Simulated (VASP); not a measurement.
# Ag: single point with PBEsol

Crystal: Ag.

```
CELL_PARAMETERS angstrom
-1.52320 1.52320 1.65565
1.52320 -1.52320 1.65565
1.52320 1.52320 -1.65565
ATOMIC_POSITIONS crystal
Ag 0.00000 0.00000 0.00000
```

This cell differs from its parent crystal: strain -0.080 along x and y, +0.000 along z.

| Property | Result |
| --- | --- |
| Program | VASP 6.6.1 |
| Task | single point |
| Functional | PBEsol |
| Potentials or basis | VASP PAW PBE potentials, release 64 (Ag) |
| Cutoff | 520 eV |
| k mesh | 20 × 20 × 20 |
| Occupations | gaussian, width 0.15 eV |
| Spin | no spin polarisation |
| Dipole correction | no |
| Further INCAR settings | ALGO = Normal; EDIFF = 1e-06; NBANDS = 12 |

| Property | Result |
| --- | --- |
| Pressure | 12.5 GPa |

Stress tensor (GPa, compression positive):
```
11.93  0.00  0.00
 0.00 11.93  0.00
 0.00  0.00 13.78
```

Levels at points of the mesh, in eV from the Fermi level:
```csv
k point,band 2,band 3,band 4,band 5,band 6,band 7,band 8,band 9,band 10,band 11
"(0.00, 0.00, 0.00)",-5.48,-5.48,-5.05,-4.06,-3.58,17.32,18.74,18.74,24.49,25.63
"(0.50, 0.00, 0.00)",-6.12,-4.16,-3.53,-2.60,-0.60,4.51,14.06,16.11,21.91,23.60
"(0.50, 0.50, 0.00)",-6.63,-3.50,-3.44,-2.49,-0.06,5.38,12.83,14.07,20.48,21.46
"(0.50, 0.50, 0.50)",-7.11,-2.93,-2.79,-2.79,5.48,8.00,8.00,12.65,15.41,15.41
```

It took 49 s on 1 thread of AMD EPYC 9R45 96-Core Processor (Zen 5), with other jobs on the host, peak memory 0.19 GiB.

Caveat: the cell differs from its parent crystal (strain -0.080 along x and y, +0.000 along z); the PAW data sets were made with another functional, which shifts forces and pressure a little.
